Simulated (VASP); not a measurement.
# PdO2F6 (P-1) in VASP: single point with PBE

Aim: the single point of PdO2F6 with PBE.

Program: VASP 6.6.1. These are calculated values, not measurements. Logs are shortened: lines on timing, memory, paths and dates and some standing lists are left out, and cuts for length are marked.

**1. The cell of the first run**

The typed cell holds 9 atoms: a = 4.914 Å, b = 4.939 Å, c = 4.983 Å, α = 101.33°, β = 90.69°, γ = 102.07°.

**2. Single point, PBE**

Contents of POSCAR:

```
PdO2F6
1.0
    4.9144580000      0.0000000000      0.0000000000
   -1.0329860000      4.8299740000      0.0000000000
   -0.0600900000     -1.0138960000      4.8781290000
F Pd O
6 1 2
Direct
    0.0836000000      0.7671000000      0.6794000000
    0.9164000000      0.2329000000      0.3206000000
    0.3057000000      0.9531000000      0.2026000000
    0.6943000000      0.0469000000      0.7974000000
    0.2282000000      0.3219000000      0.9101000000
    0.7718000000      0.6781000000      0.0899000000
    0.0000000000      0.0000000000      0.0000000000
    0.5392000000      0.4276000000      0.5536000000
    0.4608000000      0.5724000000      0.4464000000
```

Contents of INCAR.step1:

```
SYSTEM = PdO2F6
PREC     = Accurate       ! precision mode
ENCUT    = 520            ! plane-wave cutoff, eV
EDIFF    = 1E-7           ! SCF threshold, eV
ISMEAR   = 0              ! smearing method
SIGMA    = 0.0397         ! smearing width, eV
LREAL    = .False.        ! projectors in reciprocal space
LASPH    = .True.         ! aspherical terms in the spheres
NELM     = 100            ! most SCF steps
ALGO     = Normal         ! electronic algorithm
ISIF     = 2              ! what is computed and relaxed
LWAVE    = .False.        ! write WAVECAR
LCHARG   = .True.         ! write CHGCAR
LMAXMIX  = 4              ! l up to which the mixer works
GGA      = PE             ! functional
NBANDS   = 42             ! bands
```

Contents of KPOINTS.step1:

```
Automatic mesh
0
Gamma
  4 4 4
  0 0.5 0.5
```

Contents of INCAR.step2:

```
SYSTEM = PdO2F6
PREC     = Accurate       ! precision mode
ENCUT    = 520            ! plane-wave cutoff, eV
EDIFF    = 1E-7           ! SCF threshold, eV
ISMEAR   = -5             ! smearing method
SIGMA    = 0.0397         ! smearing width, eV
LREAL    = .False.        ! projectors in reciprocal space
LASPH    = .True.         ! aspherical terms in the spheres
NELM     = 100            ! most SCF steps
ALGO     = Normal         ! electronic algorithm
ISIF     = 2              ! what is computed and relaxed
LWAVE    = .False.        ! write WAVECAR
LCHARG   = .False.        ! write CHGCAR
LMAXMIX  = 4              ! l up to which the mixer works
GGA      = PE             ! functional
LORBIT   = 11             ! projections on sites
NEDOS    = 1001           ! points of the DOS
ICHARG   = 11             ! starting density
```

Contents of KPOINTS.step2:

```
Automatic mesh
0
Gamma
  6 6 6
  0 0 0
```

Potentials or basis: VASP PAW PBE potentials, release 64 (F, Pd, O).

On the command line:

```console
> cat potpaw_PBE.64/F/POTCAR potpaw_PBE.64/Pd/POTCAR potpaw_PBE.64/O/POTCAR > POTCAR
> cp INCAR.step1 INCAR
> cp KPOINTS.step1 KPOINTS
> mpirun -np 1 vasp_std > vasp.out
> cp INCAR.step2 INCAR
> cp KPOINTS.step2 KPOINTS
> mpirun -np 1 vasp_std > vasp.out
```

OUTCAR:

```text
SYSTEM = PdO2F6
   PREC = Accurate
   ENCUT = 520
   EDIFF = 1E-7
   ISMEAR = -5
   LREAL = .False.
   LASPH = .True.
   NELM = 100
   ISIF = 2
   GGA = PE
   LORBIT = 11
   ICHARG = 11

 ion  position               nearest neighbor table
   1  0.084  0.767  0.679-   7 1.88
   2  0.916  0.233  0.321-   7 1.88
   3  0.306  0.953  0.203-   7 1.88
   4  0.694  0.047  0.797-   7 1.88
   5  0.228  0.322  0.910-   7 1.88
   6  0.772  0.678  0.090-   7 1.88
   7  0.000  0.000  0.000-   3 1.88   4 1.88   5 1.88   6 1.88   1 1.88   2 1.88
   8  0.539  0.428  0.554-   9 1.10
   9  0.461  0.572  0.446-   8 1.10

  LATTYP: Found a triclinic cell.
 ALAT       =     6.1963274387
 B/A-ratio  =     0.7931243222
 C/A-ratio  =     0.8041447321
 COS(alpha) =     0.0120596200
 COS(beta)  =     0.1661660415
 COS(gamma) =     0.6264149270

  Lattice vectors:

 A1 = (   3.8814720000,   4.8299740000,   0.0000000000)
 A2 = (   4.9144580000,   0.0000000000,   0.0000000000)
 A3 = (   0.0600900000,   1.0138960000,  -4.8781290000)

Analysis of symmetry for initial positions (statically):
=====================================================================
 Subroutine PRICEL returns:
 Original cell was already a primitive cell.

 Routine SETGRP: Setting up the symmetry group for a
 triclinic supercell.

 Subroutine GETGRP returns: Found  2 space group operations
 (whereof  2 operations were pure point group operations)
 out of a pool of  2 trial point group operations.

The static configuration has the point symmetry S_2 .

Analysis of symmetry for dynamics (positions and initial velocities):
=====================================================================
 Subroutine PRICEL returns:
 Original cell was already a primitive cell.

 Routine SETGRP: Setting up the symmetry group for a
 triclinic supercell.

 Subroutine GETGRP returns: Found  2 space group operations
 (whereof  2 operations were pure point group operations)
 out of a pool of  2 trial point group operations.

The dynamic configuration has the point symmetry S_2 .

 Subroutine INISYM returns: Found  2 space group operations
 (whereof  2 operations are pure point group operations),
 and found     1 'primitive' translations

----------------------------------------------------------------------------------------

                                     Primitive cell

  volume of cell :     115.7907

  direct lattice vectors                    reciprocal lattice vectors
     4.914458000  0.000000000  0.000000000     0.203481238  0.043518510  0.011551648
    -1.032986000  4.829974000  0.000000000     0.000000000  0.207040452  0.043032377
    -0.060090000 -1.013896000  4.878129000     0.000000000  0.000000000  0.204996629

  length of vectors
     4.914458000  4.939201243  4.982744068     0.208403253  0.211465208  0.204996629

  position of ions in fractional coordinates (direct lattice)
     0.083600000  0.767100000  0.679400000
     0.916400000  0.232900000  0.320600000
     0.305700000  0.953100000  0.202600000
     0.694300000  0.046900000  0.797400000
     0.228200000  0.321900000  0.910100000
     0.771800000  0.678100000  0.089900000
     0.000000000  0.000000000  0.000000000
     0.539200000  0.427600000  0.553600000
     0.460800000  0.572400000  0.446400000

  ion indices of the primitive-cell ions
   primitive index   ion index
                 1           1
                 2           2
                 3           3
                 4           4
                 5           5
                 6           6
                 7           7
                 8           8
                 9           9

----------------------------------------------------------------------------------------

 KPOINTS: Automatic mesh

Automatic generation of k-mesh.
 Grid dimensions read from file:
 generate k-points for:    6    6    6

 Generating k-lattice:

  Cartesian coordinates                     Fractional coordinates (reciprocal lattice)
     0.033913540  0.007253085  0.001925275     0.166666667  0.000000000  0.000000000
     0.000000000  0.034506742  0.007172063     0.000000000  0.166666667  0.000000000
     0.000000000  0.000000000  0.034166105     0.000000000  0.000000000  0.166666667

  Length of vectors
     0.034733875  0.035244201  0.034166105

  Shift w.r.t. Gamma in fractional coordinates (k-lattice)
     0.000000000  0.000000000  0.000000000

 TETIRR: Found    648 inequivalent tetrahedra from     1296

 Subroutine IBZKPT returns following result:
 ===========================================

 Found    112 irreducible k-points:

 Following reciprocal coordinates:
            Coordinates               Weight
  0.000000  0.000000  0.000000      1.000000
  0.166667  0.000000 -0.000000      2.000000
  0.333333  0.000000 -0.000000      2.000000
  0.500000  0.000000 -0.000000      1.000000
  0.000000  0.166667 -0.000000      2.000000
  0.166667  0.166667 -0.000000      2.000000
[... 16 lines left out ...]
  0.333333  0.000000  0.166667      2.000000
  0.500000  0.000000  0.166667      2.000000
 [... further k-points ...]
   k-points           NKPTS =    112   k-points in BZ     NKDIM =    112   number of bands    NBANDS=     38
   number of dos      NEDOS =   1001   number of ions     NIONS =      9
   total plane-waves  NPLWV =  64000
   dimension x,y,z NGX =    40 NGY =   40 NGZ =   40
   dimension x,y,z NGXF=    80 NGYF=   80 NGZF=   80
   ions per type =               6   1   2
   NGX,Y,Z   is equivalent  to a cutoff of  13.53, 13.46, 13.35 a.u.
   NGXF,Y,Z  is equivalent  to a cutoff of  27.06, 26.93, 26.69 a.u.
 SYSTEM =  PdO2F6
   PREC   = accura    normal or accurate (medium, high low for compatibility)
   ISTART =      0    job   : 0-new  1-cont  2-samecut
   ICHARG =     11    charge: 1-file 2-atom 10-const
   ISPIN  =      1    spin polarized calculation?
   LNONCOLLINEAR =      F non collinear calculations
   LSORBIT =      F    spin-orbit coupling
   LASPH  =      T    aspherical Exc in radial PAW
   ENCUT  =  520.0 eV  38.22 Ry    6.18 a.u.   9.14  9.18  9.26*2*pi/ulx,y,z
   NELM   =    100;   NELMIN=  2; NELMDL=  0     # of ELM steps
   EDIFF  = 0.1E-06   stopping-criterion for ELM
   LREAL  =      F    real-space projection
   EDIFFG = 0.1E-05   stopping-criterion for IOM
   NSW    =      0    number of steps for IOM
   IBRION =     -1    ionic relax: 0-MD 1-quasi-New 2-CG
   NFREE  =      0    steps in history (QN), initial steepest desc. (CG)
   ISIF   =      2    stress and relaxation
   ISYM   =      2    0-nonsym 1-usesym 2-fastsym
   POTIM  = 0.5000    time-step for ionic-motion
   TEBEG  =    0.0;   TEEND  =   0.0 temperature during run
   PSTRESS=    0.0 pullay stress
   NELECT =      64.0000    total number of electrons
   NUPDOWN=      -1.0000    fix difference up-down
   EMIN   =  10.00;   EMAX   =-10.00  energy-range for DOS
   EFERMI =   0.00;   METHOD = LEGACY
   ISMEAR =    -5;   SIGMA  =   0.04  broadening in eV -4-tet -1-fermi 0-gaus
   EFERMI_NEDOS =   21; number of points for ismear=-14 and -15
   IALGO  =     38    algorithm
   IMIX   =      4    mixing-type and parameters
     AMIX     =   0.40;   BMIX     =  1.00
     AMIX_MAG =   1.60;   BMIX_MAG =  1.00
  volume/ion in A,a.u.               =      12.87        86.82
  Fermi-wavevector in a.u.,A,eV,Ry     =   1.343518  2.538881 24.559080  1.805041
  Thomas-Fermi vector in A             =   2.471586
   LORBIT       =     11    0 simple, 1 ext, 2 COOP (PROOUT), +10 PAW based schemes
   GGA     = PE    functional components
   LHFCALC =     F    Hartree Fock is set to
   AEXX    =    0.0000 exact exchange contribution
   IVDW    =     0    specifies the selected vdW correction
   LEPSILON=     F    determine dielectric tensor
   LRPA    =     F    only Hartree local field effects (RPA)
 non-spin polarized calculation
 Fermi weights with tetrahedron method with Bloechl corrections
  energy-cutoff  :      520.00
  volume of cell :      115.79
 maximum number of plane-waves:      3134
 NGX is ok and might be reduce to    40

 number of electron      64.0000004 magnetization

 Free energy of the ion-electron system (eV)
  ---------------------------------------------------
  ext. energy  EPLUGINS =         0.00000000
  ---------------------------------------------------
  free energy    TOTEN  =       -32.08291917 eV

  energy without entropy =      -32.08291917  energy(sigma->0) =      -32.08291917

 E-fermi :  -1.4635     XC(G=0):  -9.2364

 val. band max:       -1.4546730220   @ k =   0.0000   0.5000   0.1667
 cond. band min:      -1.4779315456   @ k =  -0.1667   0.1667   0.5000
 fundamental gap:     -0.0232585236
 Fermi energy:        -1.4634667836

 k-point     1 :       0.0000    0.0000    0.0000
  band No.  band energies     occupation
      1     -32.6887      2.00000
      2     -23.0360      2.00000
      3     -22.6049      2.00000
      4     -22.4444      2.00000
      5     -22.3773      2.00000
      6     -22.3224      2.00000
[... 30 lines left out ...]
     37       6.9752      0.00000
     38      11.4092      0.00000

 k-point     2 :       0.1667    0.0000   -0.0000
  band No.  band energies     occupation
      1     -32.6886      2.00000
      2     -23.0158      2.00000
      3     -22.6005      2.00000
      4     -22.4518      2.00000
      5     -22.3830      2.00000
      6     -22.3178      2.00000
[... 30 lines left out ...]
     37       7.2221      0.00000
     38      11.2508      0.00000

 k-point     3 :       0.3333    0.0000   -0.0000
  band No.  band energies     occupation
      1     -32.6883      2.00000
      2     -22.9720      2.00000
      3     -22.5896      2.00000
      4     -22.4600      2.00000
      5     -22.4021      2.00000
      6     -22.3158      2.00000
[... 30 lines left out ...]
     37       7.8760      0.00000
[... 781 lines left out ...]
 k-point    23 :       0.3333    0.0000    0.1667
  band No.  band energies     occupation
      1     -32.6882      2.00000
      2     -22.9521      2.00000
      3     -22.5861      2.00000
      4     -22.4575      2.00000
      5     -22.4068      2.00000
      6     -22.3381      2.00000
[... 30 lines left out ...]
     37       8.1131      0.00000
     38      10.4142      0.00000

 k-point    24 :       0.5000    0.0000    0.1667
  band No.  band energies     occupation
      1     -32.6882      2.00000
      2     -22.9280      2.00000
      3     -22.5792      2.00000
      4     -22.4635      2.00000
      5     -22.4288      2.00000
      6     -22.3333      2.00000
[... 30 lines left out ...]
     37       8.6633      0.00000
     38       9.7217      0.00000

 [... further k-points ...]

------------------------ aborting loop because EDIFF is reached ----------------------------------------

  FORCE on cell =-STRESS in cart. coord.  units (eV):
  Direction    XX          YY          ZZ          XY          YZ          ZX
  --------------------------------------------------------------------------------------
  -------------------------------------------------------------------------------------
  Total        4.4309867      8.4017226      3.9369777     -3.7383380     -3.2893285      2.2348508
  in kB       61.3108479    116.2532811     54.4753255    -51.7267804    -45.5139078     30.9232697
  external PRESSURE =      77.3464848 kB  Pullay stress =       0.0000000 kB

 VOLUME and BASIS-vectors are now :
 -----------------------------------------------------------------------------
  energy-cutoff  :      520.00
  volume of cell :      115.79
      direct lattice vectors                 reciprocal lattice vectors
     4.914458000  0.000000000  0.000000000     0.203481238  0.043518510  0.011551648
    -1.032986000  4.829974000  0.000000000     0.000000000  0.207040452  0.043032377
    -0.060090000 -1.013896000  4.878129000     0.000000000  0.000000000  0.204996629

 POSITION                                       TOTAL-FORCE (eV/Angst)
 -----------------------------------------------------------------------------------
     -0.42238      3.01623      3.31420         0.183228     -0.244612     -0.496188
      4.24376      0.79985      1.56393        -0.183228      0.244612      0.496188
      0.50564      4.39803      0.98831         0.441350     -0.065541      0.252315
      3.31575     -0.58195      3.88982        -0.441350      0.065541     -0.252315
      0.73427      0.63202      4.43959         0.294207      0.582905     -0.124432
      3.08711      3.18406      0.43854        -0.294207     -0.582905      0.124432
      0.00000      0.00000      0.00000        -0.000000     -0.000000      0.000000
      2.17491      1.50400      2.70053         3.810243     -6.178649      3.661781
      1.64648      2.31207      2.17760        -3.810243      6.178649     -3.661781
 -----------------------------------------------------------------------------------
    total drift:                                0.000000     -0.000000      0.000000

  FREE ENERGIE OF THE ION-ELECTRON SYSTEM (eV)
  ---------------------------------------------------
  free  energy   TOTEN  =       -32.0829191689 eV

  energy  without entropy=      -32.0829191689  energy(sigma->0) =      -32.08291917

 total charge

# of ion       s       p       d       tot
------------------------------------------
    1        1.750   4.258   0.000   6.008
    2        1.750   4.258   0.000   6.008
    3        1.749   4.269   0.000   6.019
    4        1.749   4.269   0.000   6.019
    5        1.750   4.258   0.000   6.008
    6        1.750   4.258   0.000   6.008
    7        0.537   1.009   8.080   9.626
    8        1.660   3.292   0.000   4.952
    9        1.660   3.292   0.000   4.952
--------------------------------------------------
tot         14.354  33.166   8.080  55.600
```

Wall time 5.2 min (1 thread of Intel Xeon Platinum 8559C (Emerald Rapids), shared host); peak memory 0.52 GiB.

Results:

```yaml
Valence_electrons_inside_the_program's_atomic_spheres: F 6.01, 6.02 (each value once); Pd 9.63; O 4.95
```

Caveat: the standard files for N, O and F lose accuracy on very short bonds.
